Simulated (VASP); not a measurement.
# CuO (C2/c) in VASP: a series of runs

CuO is run at these levels: PBE; tasks: single point.

Everything below comes from runs of VASP 6.6.1. Logs are shortened: lines on timing, memory, paths and dates and some standing lists are left out, and cuts for length are marked.

### Step 1. The cell of the first run

The typed cell holds 4 atoms: a = 3.002 Å, b = 3.002 Å, c = 5.170 Å, α = 90.01°, β = 90.01°, γ = 89.96°.

### Step 2. Single point, PBE, collinear spin (11.64 Å³/atom)

Contents of INCAR:

```
PREC     = Accurate       # precision mode
ENCUT    = 520            # plane-wave cutoff, eV
EDIFF    = 1E-6           # SCF threshold, eV
ISMEAR   = 0              # smearing method
SIGMA    = 0.05           # smearing width, eV
LREAL    = False          # projectors in reciprocal space
LASPH    = True           # aspherical terms in the spheres
NELM     = 150            # most SCF steps
ALGO     = Normal         # electronic algorithm
ISIF     = 2              # what is computed and relaxed
LWAVE    = False          # write WAVECAR
LCHARG   = False          # write CHGCAR
ISPIN    = 2              # spin polarisation
MAGMOM   = 0.05 0.05 0 0  # initial moments
LORBIT   = 11             # projections on sites
LMAXMIX  = 4              # l up to which the mixer works
GGA      = PE             # functional
NBANDS   = 29             # bands
```

Contents of KPOINTS:

```
regular mesh
0
Gamma
  12 12 8
```

Contents of POSCAR:

```
CuO
1.0
    2.1167579042     -2.1216253995      0.1656513433
    2.1167579042      2.1216253995      0.1656513433
   -0.4049962520      0.0000000000      5.1541986377
Cu O
2 2
Direct
    0.0000000000      0.5000000000      0.0000000000
    0.5000000000      0.0000000000      0.5000000000
    0.5000654524      0.4999345476      0.2500000000
    0.4999345476      0.5000654524      0.7500000000
```

Potentials or basis: VASP PAW PBE potentials, release 64 (Cu, O).

Started as:

```sh
$ cat potpaw_PBE.64/Cu/POTCAR potpaw_PBE.64/O/POTCAR > POTCAR
$ mpirun -np 1 vasp_std > vasp.out
```

OUTCAR:

```text
PREC = Accurate
   ENCUT = 520
   EDIFF = 1E-6
   ISMEAR = 0
   LREAL = False
   LASPH = True
   NELM = 150
   ISIF = 2
   ISPIN = 2
   LORBIT = 11
   GGA = PE

 ion  position               nearest neighbor table
   1  0.000  0.500  0.000-   3 1.98   4 1.98   4 1.98   3 1.98
   2  0.500  0.000  0.500-   4 1.98   3 1.98   4 1.98   3 1.98
   3  0.500  0.500  0.250-   2 1.98   1 1.98   2 1.98   1 1.98
   4  0.500  0.500  0.750-   1 1.98   2 1.98   2 1.98   1 1.98

  LATTYP: Found a base centered monoclinic cell.
 ALAT       =     4.2464594158
 B/A-ratio  =     0.9992444019
 C/A-ratio  =     1.2175050171
 COS(beta)  =    -0.0003169355

  Lattice vectors:

 A1 = (   2.1167579042,  -2.1216253995,   0.1656513433)
 A2 = (   2.1167579042,   2.1216253995,   0.1656513433)
 A3 = (  -0.4049962520,   0.0000000000,   5.1541986377)

Analysis of symmetry for initial positions (statically):
=====================================================================
 Subroutine PRICEL returns:
 Original cell was already a primitive cell.

 Routine SETGRP: Setting up the symmetry group for a
 base centered monoclinic supercell.

 Subroutine GETGRP returns: Found  4 space group operations
 (whereof  2 operations were pure point group operations)
 out of a pool of  4 trial point group operations.

The static configuration has the point symmetry S_2 .
 The point group associated with its full space group is C_2h.

Analysis of symmetry for dynamics (positions and initial velocities):
=====================================================================
 Subroutine PRICEL returns:
 Original cell was already a primitive cell.

 Routine SETGRP: Setting up the symmetry group for a
 base centered monoclinic supercell.

 Subroutine GETGRP returns: Found  4 space group operations
 (whereof  2 operations were pure point group operations)
 out of a pool of  4 trial point group operations.

The dynamic configuration has the point symmetry S_2 .
 The point group associated with its full space group is C_2h.

Analysis of structural, dynamic, and magnetic symmetry:
=====================================================================
 Subroutine PRICEL returns:
 Original cell was already a primitive cell.

 Routine SETGRP: Setting up the symmetry group for a
 base centered monoclinic supercell.

 Subroutine GETGRP returns: Found  4 space group operations
 (whereof  2 operations were pure point group operations)
 out of a pool of  4 trial point group operations.

The overall configuration has the point symmetry S_2 .
 The point group associated with its full space group is C_2h.

 Subroutine INISYM returns: Found  4 space group operations
 (whereof  2 operations are pure point group operations),
 and found     1 'primitive' translations

----------------------------------------------------------------------------------------

                                     Primitive cell

  volume of cell :      46.5793

  direct lattice vectors                    reciprocal lattice vectors
     2.116757904 -2.121625400  0.165651343     0.234766680 -0.235668370  0.018447024
     2.116757904  2.121625400  0.165651343     0.234766680  0.235668370  0.018447024
    -0.404996252  0.000000000  5.154198638    -0.015090383  0.000000000  0.192830840

  length of vectors
     3.001566046  3.001566046  5.170085643     0.333159523  0.333159523  0.193420403

  position of ions in fractional coordinates (direct lattice)
     1.000000000  0.500000000  0.000000000
     0.500000000  1.000000000  0.500000000
     0.500065452  0.499934548  0.250000000
     0.499934548  0.500065452  0.750000000

  ion indices of the primitive-cell ions
   primitive index   ion index
                 1           1
                 2           2
                 3           3
                 4           4

----------------------------------------------------------------------------------------

 KPOINTS: regular mesh

Automatic generation of k-mesh.
 Grid dimensions read from file:
 generate k-points for:   12   12    8

 Generating k-lattice:

  Cartesian coordinates                     Fractional coordinates (reciprocal lattice)
     0.019563890 -0.019639031  0.001537252     0.083333333 -0.000000000  0.000000000
     0.019563890  0.019639031  0.001537252    -0.000000000  0.083333333  0.000000000
    -0.001886298  0.000000000  0.024103855     0.000000000  0.000000000  0.125000000

  Length of vectors
     0.027763294  0.027763294  0.024177550

  Shift w.r.t. Gamma in fractional coordinates (k-lattice)
     0.000000000  0.000000000  0.000000000

 Subroutine IBZKPT returns following result:
 ===========================================

 Found    320 irreducible k-points:

 Following reciprocal coordinates:
            Coordinates               Weight
  0.000000  0.000000  0.000000      1.000000
  0.083333  0.000000  0.000000      4.000000
  0.166667  0.000000  0.000000      4.000000
  0.250000  0.000000  0.000000      4.000000
  0.333333  0.000000  0.000000      4.000000
  0.416667 -0.000000  0.000000      4.000000
[... 16 lines left out ...]
  0.500000  0.166667  0.000000      4.000000
 -0.416667  0.166667 -0.000000      4.000000
 [... further k-points ...]
   k-points           NKPTS =    320   k-points in BZ     NKDIM =    320   number of bands    NBANDS=     29
   number of dos      NEDOS =    301   number of ions     NIONS =      4
   total plane-waves  NPLWV =  23040
   dimension x,y,z NGX =    24 NGY =   24 NGZ =   40
   dimension x,y,z NGXF=    48 NGYF=   48 NGZF=   80
   ions per type =               2   2
   NGX,Y,Z   is equivalent  to a cutoff of  13.29, 13.29, 12.86 a.u.
   NGXF,Y,Z  is equivalent  to a cutoff of  26.59, 26.59, 25.72 a.u.
 SYSTEM =  unknown system
   PREC   = accura    normal or accurate (medium, high low for compatibility)
   ISTART =      0    job   : 0-new  1-cont  2-samecut
   ICHARG =      2    charge: 1-file 2-atom 10-const
   ISPIN  =      2    spin polarized calculation?
   LNONCOLLINEAR =      F non collinear calculations
   LSORBIT =      F    spin-orbit coupling
   LASPH  =      T    aspherical Exc in radial PAW
   ENCUT  =  520.0 eV  38.22 Ry    6.18 a.u.   5.58  5.58  9.61*2*pi/ulx,y,z
   NELM   =    150;   NELMIN=  2; NELMDL= -5     # of ELM steps
   EDIFF  = 0.1E-05   stopping-criterion for ELM
   LREAL  =      F    real-space projection
   EDIFFG = 0.1E-04   stopping-criterion for IOM
   NSW    =      0    number of steps for IOM
   IBRION =     -1    ionic relax: 0-MD 1-quasi-New 2-CG
   NFREE  =      0    steps in history (QN), initial steepest desc. (CG)
   ISIF   =      2    stress and relaxation
   ISYM   =      2    0-nonsym 1-usesym 2-fastsym
   POTIM  = 0.5000    time-step for ionic-motion
   TEBEG  =    0.0;   TEEND  =   0.0 temperature during run
   PSTRESS=    0.0 pullay stress
   NELECT =      34.0000    total number of electrons
   NUPDOWN=      -1.0000    fix difference up-down
   EMIN   =  10.00;   EMAX   =-10.00  energy-range for DOS
   EFERMI =   0.00;   METHOD = LEGACY
   ISMEAR =     0;   SIGMA  =   0.05  broadening in eV -4-tet -1-fermi 0-gaus
   EFERMI_NEDOS =   21; number of points for ismear=-14 and -15
   IALGO  =     38    algorithm
   IMIX   =      4    mixing-type and parameters
     AMIX     =   0.40;   BMIX     =  1.00
     AMIX_MAG =   1.60;   BMIX_MAG =  1.00
  volume/ion in A,a.u.               =      11.64        78.58
  Fermi-wavevector in a.u.,A,eV,Ry     =   1.474020  2.785494 29.561848  2.172735
  Thomas-Fermi vector in A             =   2.588842
   LORBIT       =     11    0 simple, 1 ext, 2 COOP (PROOUT), +10 PAW based schemes
   GGA     = PE    functional components
   LHFCALC =     F    Hartree Fock is set to
   AEXX    =    0.0000 exact exchange contribution
   IVDW    =     0    specifies the selected vdW correction
   LEPSILON=     F    determine dielectric tensor
   LRPA    =     F    only Hartree local field effects (RPA)
 spin polarized calculation
 Gauss-broadening in eV      SIGMA  =   0.05
  energy-cutoff  :      520.00
  volume of cell :       46.58
 maximum number of plane-waves:      1276
 NGX is ok and might be reduce to    24
   NGX = 11   NGY = 11   NGZ = 19

 number of electron      34.0000008 magnetization       0.0303655

 Free energy of the ion-electron system (eV)
  ---------------------------------------------------
  ext. energy  EPLUGINS =         0.00000000
  ---------------------------------------------------
  free energy    TOTEN  =       -19.71047078 eV

  energy without entropy =      -19.70672435  energy(sigma->0) =      -19.70859757

 E-fermi :   4.2984     XC(G=0): -11.0378

 val. band max:        4.2981533405   @ k =  -0.4167   0.5000   0.3750
 cond. band min:       4.2999878785   @ k =   0.5000   0.5000   0.3750
 fundamental gap:      0.0018345380
 Fermi energy:         4.2983509415

 spin component 1

 k-point     1 :       0.0000    0.0000    0.0000
  band No.  band energies     occupation
      1     -15.1163      1.00000
      2     -13.8750      1.00000
      3      -3.3483      1.00000
      4      -0.8543      1.00000
      5      -0.8527      1.00000
      6       0.8140      1.00000
[... 757 lines left out ...]
     28      22.4623      0.00000
     29      22.6243      0.00000

 [... further k-points ...]

 spin component 2

 k-point     1 :       0.0000    0.0000    0.0000
  band No.  band energies     occupation
      1     -15.1074      1.00000
      2     -13.8653      1.00000
      3      -3.3403      1.00000
      4      -0.8404      1.00000
      5      -0.8388      1.00000
      6       0.8189      1.00000
[... 757 lines left out ...]
     28      22.4642      0.00000
     29      22.6280      0.00000

 [... further k-points ...]

------------------------ aborting loop because EDIFF is reached ----------------------------------------

  FORCE on cell =-STRESS in cart. coord.  units (eV):
  Direction    XX          YY          ZZ          XY          YZ          ZX
  --------------------------------------------------------------------------------------
  -------------------------------------------------------------------------------------
  Total       -1.2991294     -1.2948864     -1.2167229      0.0000000      0.0000000     -0.0047138
  in kB      -44.6858061    -44.5398609    -41.8512907      0.0000000      0.0000000     -0.1621385
  external PRESSURE =     -43.6923192 kB  Pullay stress =       0.0000000 kB

 VOLUME and BASIS-vectors are now :
 -----------------------------------------------------------------------------
  energy-cutoff  :      520.00
  volume of cell :       46.58
      direct lattice vectors                 reciprocal lattice vectors
     2.116757904 -2.121625400  0.165651343     0.234766680 -0.235668370  0.018447024
     2.116757904  2.121625400  0.165651343     0.234766680  0.235668370  0.018447024
    -0.404996252  0.000000000  5.154198638    -0.015090383  0.000000000  0.192830840

 POSITION                                       TOTAL-FORCE (eV/Angst)
 -----------------------------------------------------------------------------------
      1.05838      1.06081      0.08283         0.000000      0.000000      0.000000
      0.85588     -1.06081      2.65992         0.000000      0.000000      0.000000
      2.01551     -0.00028      1.45420        -0.000000     -0.000144      0.000000
      1.81301      0.00028      4.03130         0.000000      0.000144     -0.000000
 -----------------------------------------------------------------------------------
    total drift:                                0.000000      0.000000     -0.000000

  FREE ENERGIE OF THE ION-ELECTRON SYSTEM (eV)
  ---------------------------------------------------
  free  energy   TOTEN  =       -19.7104707837 eV

  energy  without entropy=      -19.7067243485  energy(sigma->0) =      -19.70859757

 total charge

# of ion       s       p       d       tot
------------------------------------------
    1        0.375   0.355   9.115   9.845
    2        0.375   0.355   9.115   9.845
    3        1.577   3.354   0.000   4.931
    4        1.577   3.354   0.000   4.931
--------------------------------------------------
tot          3.903   7.418  18.230  29.551

 magnetization (x)

# of ion       s       p       d       tot
------------------------------------------
    1       -0.000   0.000   0.009   0.009
    2       -0.000   0.000   0.009   0.009
    3        0.000   0.005   0.000   0.005
    4        0.000   0.005   0.000   0.005
--------------------------------------------------
tot          0.000   0.010   0.018   0.029
```

Wall time 14 min (1 thread of Oxide Virtual Turin-like, shared host); peak memory 0.6 GiB.

What came out:

```yaml
Free_energy: -19.7105 eV
Pressure: -4.4 GPa
Band_gap_on_the_k_mesh: zero (filled and empty bands overlap)
Net_moment: 0.03 μB per cell
Valence_electrons_inside_the_program's_atomic_spheres: Cu 9.85; O 4.93
```

Stress tensor (GPa, compression positive):
```
-4.47  0.00 -0.02
 0.00 -4.45  0.00
-0.02  0.00 -4.19
```

Levels at points of the mesh, in eV from the Fermi level:
Spin up:
```csv
k point,band 13,band 14,band 15,band 16,band 17,band 18,band 19,band 20,band 21,band 22
"(0.00, 0.00, 0.00)",-2.26,-2.18,-2.17,-1.77,0.64,0.65,1.29,6.02,7.12,12.83
"(0.50, 0.00, 0.00)",-2.20,-1.79,-1.51,-1.43,0.19,0.46,3.89,5.66,6.20,10.69
"(0.50, 0.50, 0.00)",-2.26,-2.26,-1.60,-1.18,-1.18,1.05,2.25,7.23,9.51,9.52
"(0.00, 0.00, 0.50)",-2.13,-2.13,-1.49,-1.49,0.11,0.11,3.34,3.34,11.49,11.49
"(0.50, 0.00, 0.50)",-2.27,-2.23,-1.93,-1.76,-0.23,0.64,4.39,5.71,8.13,8.25
"(0.50, 0.50, 0.50)",-1.78,-1.78,-1.38,-1.38,-0.55,-0.55,4.07,4.07,9.97,9.97
```
Spin down:
```
           k point  band 14  band 15  band 16  band 17  band 18  band 19  band 20  band 21
(0.00, 0.00, 0.00)    -2.17    -2.16    -1.77     0.66     0.66     1.29     6.02     7.13
(0.50, 0.00, 0.00)    -1.78    -1.50    -1.42     0.22     0.48     3.89     5.67     6.21
(0.50, 0.50, 0.00)    -2.25    -1.58    -1.17    -1.17     1.07     2.25     7.23     9.51
(0.00, 0.00, 0.50)    -2.13    -1.49    -1.49     0.13     0.13     3.34     3.34    11.49
(0.50, 0.00, 0.50)    -2.22    -1.93    -1.75    -0.21     0.66     4.39     5.72     8.13
(0.50, 0.50, 0.50)    -1.77    -1.38    -1.38    -0.53    -0.53     4.07     4.07     9.97
```

Caveat: the cell stands under tension; semilocal functionals often make such compounds metallic where correlation or magnetic order opens a gap, which also shifts bond lengths. With open d or f shells a metallic result of PBE can be an artefact of self-interaction; +U or a hybrid may open a gap.

### Step 3. Single point, PBE, collinear spin (11.98 Å³/atom)

This run uses another cell than the first one, of 11.98 Å³/atom.

Contents of INCAR:

```
SYSTEM = CuO
PREC     = Accurate       ! precision mode
ENCUT    = 520            ! plane-wave cutoff, eV
EDIFF    = 1E-6           ! SCF threshold, eV
ISMEAR   = 0              ! smearing method
SIGMA    = 0.05           ! smearing width, eV
LREAL    = .False.        ! projectors in reciprocal space
LASPH    = .True.         ! aspherical terms in the spheres
NELM     = 150            ! most SCF steps
ALGO     = Fast           ! electronic algorithm
ISIF     = 2              ! what is computed and relaxed
LWAVE    = .False.        ! write WAVECAR
LCHARG   = .False.        ! write CHGCAR
ISPIN    = 2              ! spin polarisation
MAGMOM   = 0.05 0.05 0 0  ! initial moments
LORBIT   = 11             ! projections on sites
LMAXMIX  = 4              ! l up to which the mixer works
GGA      = PE             ! functional
NBANDS   = 29             ! bands
KPAR     = 4
```

Contents of KPOINTS:

```
regular mesh
0
Gamma
  12 12 8
  0 0 0
```

Contents of POSCAR:

```
CuO
1.0
    2.1431660009     -2.1489951287      0.1678667064
    2.1431660009      2.1489951287      0.1678667064
   -0.4059560062      0.0000000000      5.1708288003
Cu O
2 2
Direct
    0.0000000000      0.5000000000      0.0000000000
    0.5000000000      0.0000000000      0.5000000000
    0.5000318336      0.4999681664      0.2500000000
    0.4999681664      0.5000318336      0.7500000000
```

Potentials or basis: VASP PAW PBE potentials, release 64 (Cu, O).

Started as:

```sh
$ cat potpaw_PBE.64/Cu/POTCAR potpaw_PBE.64/O/POTCAR > POTCAR
$ mpirun -np 4 vasp_std > vasp.out
```

It took 4.6 min on 4 MPI ranks of Oxide Virtual Turin-like, shared host; peak memory 0.62 GiB.

Results (log left out):

```yaml
Free_energy: -19.6619 eV
Pressure: -7.4 GPa
Band_gap_on_the_k_mesh: zero (filled and empty bands overlap)
Net_moment: 0.01 μB per cell
Valence_electrons_inside_the_program's_atomic_spheres: Cu 9.81; O 4.92
```

Stress tensor (GPa, compression positive):
```
-7.50  0.00 -0.01
 0.00 -7.49  0.00
-0.01  0.00 -7.28
```

Levels at points of the mesh, in eV from the Fermi level:
Spin up:
```tsv
k point	band 15	band 16	band 17	band 18	band 19	band 20
(0.00, 0.00, 0.00)	-2.01	-1.69	0.64	0.64	1.22	5.98
(0.50, 0.00, 0.00)	-1.46	-1.38	0.20	0.46	3.99	5.56
(0.50, 0.50, 0.00)	-1.58	-1.15	-1.15	1.02	2.32	7.25
(0.00, 0.00, 0.50)	-1.45	-1.45	0.13	0.13	3.27	3.27
(0.50, 0.00, 0.50)	-1.87	-1.71	-0.24	0.64	4.42	5.62
(0.50, 0.50, 0.50)	-1.35	-1.35	-0.55	-0.55	4.11	4.11
```
Spin down:
| k point | band 14 | band 15 | band 16 | band 17 | band 18 | band 19 | band 20 | band 21 |
| --- | --- | --- | --- | --- | --- | --- | --- | --- |
| (0.00, 0.00, 0.00) | -2.10 | -2.01 | -1.68 | 0.65 | 0.65 | 1.22 | 5.98 | 7.02 |
| (0.50, 0.00, 0.00) | -1.72 | -1.46 | -1.38 | 0.21 | 0.47 | 3.99 | 5.56 | 6.05 |
| (0.50, 0.50, 0.00) | -2.17 | -1.57 | -1.15 | -1.15 | 1.03 | 2.32 | 7.25 | 9.31 |
| (0.00, 0.00, 0.50) | -2.04 | -1.45 | -1.45 | 0.13 | 0.13 | 3.27 | 3.27 | 11.39 |
| (0.50, 0.00, 0.50) | -2.14 | -1.87 | -1.71 | -0.24 | 0.64 | 4.42 | 5.63 | 7.99 |
| (0.50, 0.50, 0.50) | -1.69 | -1.35 | -1.35 | -0.55 | -0.55 | 4.11 | 4.11 | 9.69 |

Caveat: the cell stands under tension; semilocal functionals often make such compounds metallic where correlation or magnetic order opens a gap, which also shifts bond lengths.
